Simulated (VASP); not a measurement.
# C (Fmmm) in VASP: further runs

The runs below take C through single point, with LDA.

Everything below comes from runs of VASP 6.6.1. Logs are shortened: lines on timing, memory, paths and dates and some standing lists are left out, and cuts for length are marked.

### 1 The cell of the first run

The structure is orthorhombic, space group Fmmm (No. 69). Conventional cell: a = 2.439 Å, b = 4.219 Å, c = 6.211 Å, α = 90.00°, β = 90.00°, γ = 90.00°. Within 1.9 Å of C (site symmetry m2m) lie 3 C at 1.41 Å.

### 2 Single point, LDA

Contents of INCAR:

```
SYSTEM = C
ALGO     = Normal         ! electronic algorithm
EDIFF    = 1E-6           ! SCF threshold, eV
ENCUT    = 520            ! plane-wave cutoff, eV
GGA      = CA             ! functional
ISIF     = 2              ! what is computed and relaxed
ISMEAR   = 0              ! smearing method
LASPH    = .True.         ! aspherical terms in the spheres
LCHARG   = .False.        ! write CHGCAR
LREAL    = .False.        ! projectors in reciprocal space
LWAVE    = .False.        ! write WAVECAR
NBANDS   = 16             ! bands
NELM     = 100            ! most SCF steps
PREC     = Accurate       ! precision mode
SIGMA    = 0.1            ! smearing width, eV
```

Contents of KPOINTS:

```
k-points
0
Gamma
  18 18 6
  0 0 0
```

Contents of POSCAR:

```
C
1.0
    1.2194285834     -2.1095047747      0.0000000000
    1.2194285834      2.1095047747      0.0000000000
    0.0000000000      0.0000000000      6.2112802880
C
4
Direct
    0.0832795821      0.9167204179      0.7500000000
    0.5832795821      0.4167204179      0.2500000000
    0.9167204179      0.0832795821      0.2500000000
    0.4167204179      0.5832795821      0.7500000000
```

Potentials or basis: VASP PAW LDA potentials, release 64 (C).

Command:

```sh
$ cat potpaw_LDA.64/C/POTCAR > POTCAR
$ mpirun -np 1 vasp_std > vasp.out
```

OUTCAR:

```text
SYSTEM = C
   EDIFF = 1E-6
   ENCUT = 520
   GGA = CA
   ISIF = 2
   ISMEAR = 0
   LASPH = .True.
   LREAL = .False.
   NELM = 100
   PREC = Accurate

 ion  position               nearest neighbor table
   1  0.083  0.917  0.750-   4 1.41   4 1.41   4 1.41
   2  0.583  0.417  0.250-   3 1.41   3 1.41   3 1.41
   3  0.917  0.083  0.250-   2 1.41   2 1.41   2 1.41
   4  0.417  0.583  0.750-   1 1.41   1 1.41   1 1.41

  LATTYP: Found a base centered orthorhombic cell.
 ALAT       =     2.4388571668
 B/A-ratio  =     1.7299125208
 C/A-ratio  =     2.5467995308

  Lattice vectors:

 A1 = (   1.2194285834,  -2.1095047747,   0.0000000000)
 A2 = (   1.2194285834,   2.1095047747,   0.0000000000)
 A3 = (   0.0000000000,   0.0000000000,   6.2112802880)

Analysis of symmetry for initial positions (statically):
=====================================================================
 Subroutine PRICEL returns following result:

  LATTYP: Found a face centered orthorhombic cell.
 ALAT       =     2.4388571668
 B/A-ratio  =     1.7299125208
 C/A-ratio  =     2.5467995308

  Lattice vectors:

 A1 = (   0.0000000000,  -2.1095047747,  -3.1056401440)
 A2 = (   1.2194285834,   0.0000000000,  -3.1056401440)
 A3 = (   1.2194285834,  -2.1095047747,   0.0000000000)

   2 primitive cells build up your supercell.

 Routine SETGRP: Setting up the symmetry group for a
 base centered orthorhombic supercell.

 Subroutine GETGRP returns: Found  8 space group operations
 (whereof  4 operations were pure point group operations)
 out of a pool of  8 trial point group operations.

The static configuration has the point symmetry C_2h.
 The point group associated with its full space group is D_2h.

Analysis of symmetry for dynamics (positions and initial velocities):
=====================================================================
 Subroutine PRICEL returns following result:

  LATTYP: Found a face centered orthorhombic cell.
 ALAT       =     2.4388571668
 B/A-ratio  =     1.7299125208
 C/A-ratio  =     2.5467995308

  Lattice vectors:

 A1 = (   0.0000000000,  -2.1095047747,  -3.1056401440)
 A2 = (   1.2194285834,   0.0000000000,  -3.1056401440)
 A3 = (   1.2194285834,  -2.1095047747,   0.0000000000)

   2 primitive cells build up your supercell.

[... 100 lines left out ...]
   ISTART =      0    job   : 0-new  1-cont  2-samecut
   ICHARG =      2    charge: 1-file 2-atom 10-const
   ISPIN  =      1    spin polarized calculation?
   LNONCOLLINEAR =      F non collinear calculations
   LSORBIT =      F    spin-orbit coupling
   LASPH  =      T    aspherical Exc in radial PAW
   ENCUT  =  520.0 eV  38.22 Ry    6.18 a.u.   4.53  4.53 11.55*2*pi/ulx,y,z
   NELM   =    100;   NELMIN=  2; NELMDL= -5     # of ELM steps
   EDIFF  = 0.1E-05   stopping-criterion for ELM
   LREAL  =      F    real-space projection
   EDIFFG = 0.1E-04   stopping-criterion for IOM
   NSW    =      0    number of steps for IOM
   IBRION =     -1    ionic relax: 0-MD 1-quasi-New 2-CG
   NFREE  =      0    steps in history (QN), initial steepest desc. (CG)
   ISIF   =      2    stress and relaxation
   ISYM   =      2    0-nonsym 1-usesym 2-fastsym
   POTIM  = 0.5000    time-step for ionic-motion
   TEBEG  =    0.0;   TEEND  =   0.0 temperature during run
   PSTRESS=    0.0 pullay stress
   NELECT =      16.0000    total number of electrons
   NUPDOWN=      -1.0000    fix difference up-down
   EMIN   =  10.00;   EMAX   =-10.00  energy-range for DOS
   EFERMI =   0.00;   METHOD = LEGACY
   ISMEAR =     0;   SIGMA  =   0.10  broadening in eV -4-tet -1-fermi 0-gaus
   EFERMI_NEDOS =   21; number of points for ismear=-14 and -15
   IALGO  =     38    algorithm
   IMIX   =      4    mixing-type and parameters
     AMIX     =   0.40;   BMIX     =  1.00
     AMIX_MAG =   1.60;   BMIX_MAG =  1.00
  volume/ion in A,a.u.               =       7.99        53.91
  Fermi-wavevector in a.u.,A,eV,Ry     =   1.299966  2.456580 22.992660  1.689913
  Thomas-Fermi vector in A             =   2.431196
   LORBIT       =      0    0 simple, 1 ext, 2 COOP (PROOUT), +10 PAW based schemes
   GGA     = CA    functional components
   LHFCALC =     F    Hartree Fock is set to
   AEXX    =    0.0000 exact exchange contribution
   IVDW    =     0    specifies the selected vdW correction
   LEPSILON=     F    determine dielectric tensor
   LRPA    =     F    only Hartree local field effects (RPA)
 non-spin polarized calculation
 Gauss-broadening in eV      SIGMA  =   0.10
  energy-cutoff  :      520.00
  volume of cell :       31.96
 maximum number of plane-waves:       882
   NGX =  9   NGY =  9   NGZ = 23

 number of electron      15.9999997 magnetization

 Free energy of the ion-electron system (eV)
  ---------------------------------------------------
  ext. energy  EPLUGINS =         0.00000000
  ---------------------------------------------------
  free energy    TOTEN  =       -40.40837266 eV

  energy without entropy =      -40.40797419  energy(sigma->0) =      -40.40817342

 E-fermi :   5.5423     XC(G=0): -11.3220

 val. band max:        5.4806730498   @ k =   0.3333   0.3333   0.5000
 cond. band min:       5.5599080620   @ k =   0.3889   0.3333   0.0000
 fundamental gap:      0.0792350122
 Fermi energy:         5.5423123076

 k-point     1 :       0.0000    0.0000    0.0000
  band No.  band energies     occupation
      1     -14.3170      2.00000
      2     -13.7609      2.00000
      3      -3.6941      2.00000
      4      -0.7533      2.00000
      5       2.4853      2.00000
      6       2.5282      2.00000
[... 433 lines left out ...]
      3      -2.4991      2.00000
      4      -0.5268      2.00000
      5      -0.3970      2.00000
      6       0.3308      2.00000
[... 8 lines left out ...]
     15      17.3281      0.00000
     16      18.2649      0.00000

 [... further k-points ...]
[... 5 lines left out ...]
  --------------------------------------------------------------------------------------
  -------------------------------------------------------------------------------------
  Total        1.0734224      1.0708232      0.7690775      0.0000000      0.0000000      0.0000000
  in kB       53.8187034     53.6883858     38.5596158      0.0000000      0.0000000      0.0000000
  external PRESSURE =      48.6889016 kB  Pullay stress =       0.0000000 kB

 VOLUME and BASIS-vectors are now :
 -----------------------------------------------------------------------------
  energy-cutoff  :      520.00
  volume of cell :       31.96
      direct lattice vectors                 reciprocal lattice vectors
     1.219428583 -2.109504775  0.000000000     0.410028112 -0.237022455  0.000000000
     1.219428583  2.109504775  0.000000000     0.410028112  0.237022455  0.000000000
     0.000000000  0.000000000  6.211280288     0.000000000  0.000000000  0.160997404

 POSITION                                       TOTAL-FORCE (eV/Angst)
 -----------------------------------------------------------------------------------
      1.21943      1.75815      4.65846         0.000000      0.000299     -0.000000
      1.21943     -0.35136      1.55282         0.000000      0.000299      0.000000
      1.21943     -1.75815      1.55282         0.000000     -0.000299     -0.000000
      1.21943      0.35136      4.65846         0.000000     -0.000299     -0.000000
 -----------------------------------------------------------------------------------
    total drift:                                0.000000     -0.000000     -0.000000

  FREE ENERGIE OF THE ION-ELECTRON SYSTEM (eV)
  ---------------------------------------------------
  free  energy   TOTEN  =       -40.4083726556 eV

  energy  without entropy=      -40.4079741941  energy(sigma->0) =      -40.40817342
```

stdout:

```text
POSCAR found type information on POSCAR C
 POSCAR found :  1 types and       4 ions
 scaLAPACK will be used
 LDA part: xc-table for (Slater(with rela. corr.)+CA(PZ))
 , standard interpolation
 POSCAR, INCAR and KPOINTS ok, starting setup
 FFT: planning ... GRIDC
 FFT: planning ... GRID_SOFT
 FFT: planning ... GRID
 WAVECAR not read
 entering main loop
```

Wall time 1.7 min (1 thread of Intel Xeon Platinum 8488C (Sapphire Rapids), shared host); peak memory 0.22 GiB.

Results:

* Free energy: -40.4084 eV
* Pressure: 4.9 GPa
* Band gap on the k mesh: zero (bands 8 and 9 overlap by 0.08 eV)

Caveat: the cell stands under pressure.

### 3 Single point, LDA

This run uses another cell than the first one, of 8.45 Å³/atom.

Contents of INCAR:

```
SYSTEM = C
ALGO = Normal
EDIFF = 1E-6
ENCUT = 520
GGA = CA
ISIF = 2
ISMEAR = 0
LASPH = .TRUE.
LCHARG = .FALSE.
LREAL = .FALSE.
LWAVE = .FALSE.
NBANDS = 16
NELM = 60
PREC = Accurate
SIGMA = 0.1
```

Contents of KPOINTS:

```
k-points
0
G
  18 18 6
  0 0 0
```

Contents of POSCAR:

```
C
1.0
    1.2218618709     -2.1148161048      0.0000000000
    1.2218618709      2.1148161048      0.0000000000
    0.0000000000      0.0000000000      6.5424868926
C
4
Direct
    0.0832943982      0.9167056018      0.7500000000
    0.5832943982      0.4167056018      0.2500000000
    0.9167056018      0.0832943982      0.2500000000
    0.4167056018      0.5832943982      0.7500000000
```

Potentials or basis: VASP PAW LDA potentials, release 64 (C).

Command:

```sh
$ cat potpaw_LDA.64/C/POTCAR > POTCAR
$ mpirun -np 1 vasp_std > vasp.out
```

It took 96 s on 1 thread of Intel Xeon Platinum 8488C (Sapphire Rapids), shared host; peak memory 0.23 GiB.

Results (log left out):

```
Free energy            : -40.4371 eV
Pressure               : 1.8 GPa
Band gap on the k mesh : zero (filled and empty bands touch)
```

Stress tensor (GPa, compression positive):
```
2.31 0.00 0.00
0.00 2.29 0.00
0.00 0.00 0.85
```

Levels at points of the mesh, in eV from the Fermi level:
| k point | band 5 | band 6 | band 7 | band 8 | band 9 | band 10 | band 11 | band 12 |
| --- | --- | --- | --- | --- | --- | --- | --- | --- |
| (0.00, 0.00, 0.00) | -3.00 | -2.97 | -2.96 | -2.96 | 4.02 | 8.43 | 8.47 | 8.52 |
| (0.50, 0.00, 0.00) | -6.43 | -6.43 | -2.54 | -2.54 | 1.91 | 1.91 | 7.77 | 7.77 |
| (0.50, 0.50, 0.00) | -6.48 | -6.41 | -3.19 | -1.49 | 0.78 | 2.61 | 7.50 | 8.00 |
| (0.00, 0.00, 0.50) | -2.98 | -2.98 | -2.97 | -2.97 | 6.89 | 6.89 | 8.49 | 8.49 |
| (0.50, 0.00, 0.50) | -6.43 | -6.43 | -2.41 | -2.41 | 1.59 | 1.59 | 7.77 | 7.77 |
| (0.50, 0.50, 0.50) | -6.44 | -6.44 | -2.41 | -2.41 | 1.61 | 1.61 | 7.74 | 7.74 |

### 4 Single point, LDA

This run uses another cell than the first one, of 9.12 Å³/atom.

Contents of INCAR:

```
SYSTEM = C
PREC = Accurate
ENCUT = 520
EDIFF = 1E-7
ISMEAR = 0
SIGMA = 0.1
LREAL = .False.
LASPH = .True.
NELM = 100
ALGO = Normal
ISIF = 2
LWAVE = .False.
LCHARG = .True.
LELF = .True.
LVHAR = .True.
NBANDS = 16
```

Contents of KPOINTS:

```
regular mesh
0
Gamma
  18 18 6
  0 0 0
```

Contents of POSCAR:

```
C
1.0
    1.2237447110     -2.1188144393      0.0000000000
    1.2237447110      2.1188144393      0.0000000000
    0.0000000000      0.0000000000      7.0358106670
C
4
Direct
    0.0833121590      0.9166878410      0.7500000000
    0.5833121590      0.4166878410      0.2500000000
    0.9166878410      0.0833121590      0.2500000000
    0.4166878410      0.5833121590      0.7500000000
```

Command:

```sh
$ cat potpaw_LDA.64/C/POTCAR > POTCAR
$ mpirun -np 1 vasp_std > vasp.out
```

It took 1.8 min on 1 thread of Intel Xeon Platinum 8488C (Sapphire Rapids), shared host; peak memory 0.24 GiB.

Results (log left out):

| Item | Value |
| --- | --- |
| Free energy | -40.4358 eV |
| Pressure | -0.2 GPa |
| Band gap on the k mesh | zero (filled and empty bands touch) |

Stress tensor (GPa, compression positive):
```
 0.21  0.00  0.00
 0.00  0.21  0.00
 0.00  0.00 -1.07
```

Levels at points of the mesh, in eV from the Fermi level:
```csv
k point,band 4,band 5,band 6,band 7,band 8,band 9,band 10,band 11,band 12,band 13
"(0.00, 0.00, 0.00)",-6.93,-3.01,-3.00,-2.99,-2.99,3.43,8.41,8.43,8.45,8.47
"(0.50, 0.00, 0.00)",-13.26,-6.44,-6.44,-2.46,-2.46,1.77,1.77,7.71,7.71,10.75
"(0.50, 0.50, 0.00)",-13.20,-6.46,-6.43,-2.92,-1.80,1.01,2.33,7.55,7.84,10.69
"(0.00, 0.00, 0.50)",-7.81,-3.00,-3.00,-2.99,-2.99,5.73,5.73,8.44,8.44,8.44
"(0.50, 0.00, 0.50)",-13.27,-6.44,-6.44,-2.40,-2.40,1.60,1.60,7.70,7.70,11.96
"(0.50, 0.50, 0.50)",-13.27,-6.44,-6.44,-2.40,-2.40,1.61,1.61,7.69,7.69,12.01
```

### 5 Single point, LDA

This run uses another cell than the first one, of 6.11 Å³/atom.

Contents of INCAR:

```
ALGO = Normal ; EDIFF = 1E-7
ENCUT = 520 ; GGA = CA
ISIF = 2 ; ISMEAR = 0
LASPH = T ; LCHARG = F
LREAL = F ; LWAVE = F
NBANDS = 16 ; NELM = 100
PREC = Accurate ; SIGMA = 0.1
```

Contents of KPOINTS:

```
k-points
0
Gamma
  20 20 8
```

Contents of POSCAR:

```
C
1.0
    1.1943724007     -2.0544919184      0.0000000000
    1.1943724007      2.0544919184      0.0000000000
    0.0000000000      0.0000000000      4.9765477537
C
4
Direct
    0.0838532653      0.9161467347      0.7500000000
    0.5838532653      0.4161467347      0.2500000000
    0.9161467347      0.0838532653      0.2500000000
    0.4161467347      0.5838532653      0.7500000000
```

Command:

```sh
$ cat potpaw_LDA.64/C/POTCAR > POTCAR
$ mpirun -np 1 vasp_std > vasp.out
```

Wall time 1.9 min (1 thread of Intel Xeon Platinum 8488C (Sapphire Rapids), shared host); peak memory 0.24 GiB.

It converged, with:

| Item | Value |
| --- | --- |
| Free energy | -39.4069 eV |
| Pressure | 51.1 GPa |
| Largest force | 0.005 eV/Å |
| Band gap on the k mesh | zero (bands 8 and 9 overlap by 0.68 eV) |

Forces in eV/Å, atoms in the order of the input:
```
C    0.000 -0.005  0.000
C    0.000 -0.005  0.000
C    0.000  0.005  0.000
C    0.000  0.005  0.000
```

Stress tensor (GPa, compression positive):
```
51.77  0.00  0.00
 0.00 51.73  0.00
 0.00  0.00 49.90
```

Levels at points of the mesh, in eV from the Fermi level:
| k point | band 5 | band 6 | band 7 | band 8 | band 9 | band 10 | band 11 | band 12 |
| --- | --- | --- | --- | --- | --- | --- | --- | --- |
| (0.00, 0.00, 0.00) | -3.37 | -3.31 | -3.16 | -2.91 | 8.13 | 8.28 | 8.72 | 8.90 |
| (0.50, 0.00, 0.00) | -6.90 | -6.90 | -4.06 | -4.06 | 3.29 | 3.29 | 8.28 | 8.28 |
| (0.50, 0.50, 0.00) | -7.27 | -6.67 | -5.40 | -0.84 | 0.65 | 3.67 | 6.80 | 9.38 |
| (0.00, 0.00, 0.50) | -3.23 | -3.23 | -3.14 | -3.14 | 8.55 | 8.55 | 8.74 | 8.74 |
| (0.50, 0.00, 0.50) | -6.90 | -6.90 | -2.82 | -2.82 | 1.45 | 1.45 | 8.12 | 8.12 |
| (0.50, 0.50, 0.50) | -6.98 | -6.98 | -2.65 | -2.65 | 1.29 | 1.29 | 7.93 | 7.93 |

Caveat: the cell stands under pressure.

### 6 The runs side by side

```tsv
cell	k mesh	gap on the mesh (eV)	pressure (GPa)
a = 2.437, b = 2.437, c = 6.211 Å, angles 90.0, 90.0, 119.9°, 4 atoms, atomic positions A	18 × 18 × 6	none	4.9
a = 2.442, b = 2.442, c = 6.542 Å, angles 90.0, 90.0, 120.0°, 4 atoms, atomic positions A	18 × 18 × 6	none	1.8
a = 2.447, b = 2.447, c = 7.036 Å, angles 90.0, 90.0, 120.0°, 4 atoms, atomic positions A	18 × 18 × 6	none	-0.2
a = 2.376, b = 2.376, c = 4.977 Å, angles 90.0, 90.0, 119.7°, 4 atoms, atomic positions B	20 × 20 × 8	none	51.1
```

Alike in all rows: task single point; level LDA; potentials or basis VASP PAW LDA potentials, release 64 (C); no spin polarisation; cutoff (eV) 520; smearing gaussian 0.1 eV.

Caveats: the cell stands under pressure (at least some runs).

Absolute energies hang on the potentials; compare differences alone.

The gap in the log of VASP goes by the Fermi energy; the results here count the filled bands.